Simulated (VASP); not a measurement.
Crystal: K.

```
CELL_PARAMETERS angstrom
0.00000 4.52500 4.52500
4.52500 0.00000 4.52500
4.52500 4.52500 0.00000
ATOMIC_POSITIONS crystal
K 0.00000 0.00000 0.00000
K 0.25000 0.25000 0.25000
```

This isn't the form of K at room conditions, which is bcc.

| Item | Value |
| --- | --- |
| Program | VASP 6.6.1 |
| Task | relaxation of cell and atoms |
| Functional | PBEsol |
| Potentials or basis | VASP PAW PBE potentials, release 64 (K_sv) |
| Cutoff | 500 eV |
| k mesh | 9 × 9 × 9 |
| Occupations | gaussian, width 0.1 eV |
| Spin | no spin polarisation |

At the start: pressure 0.2 GPa; volume 92.65 Å³/atom.

Q: How do energy, volume and symmetry change on relaxing?

A: Over 5 steps the energy falls by 6.6 meV/atom and the volume is 104.71 Å³/atom (+13.0 %); space group Fd-3m (No. 227, to 0.1 Å) before and after.

The path:
```
step  energy change (eV)  largest force (eV/Å)  pressure (GPa)  volume (Å³)
   1              0.0000                0.0000            0.20       185.30
   2             -0.0034                0.0000            0.17       188.37
   3             -0.0105                0.0000            0.08       197.76
   4             -0.0120                0.0000           -0.05       217.46
   5             -0.0133                0.0000            0.00       209.43
```

Final structure:
```yaml
crystal:
  lattice:
    - [0.00000, 4.71339, 4.71339]
    - [4.71339, 0.00000, 4.71339]
    - [4.71339, 4.71339, 0.00000]
  atoms:
    - { symbol: K, position: [0.00000, 0.00000, 0.00000] }
    - { symbol: K, position: [0.25000, 0.25000, 0.25000] }
```

Caveat: the PAW data sets were made with another functional, which shifts forces and pressure a little.
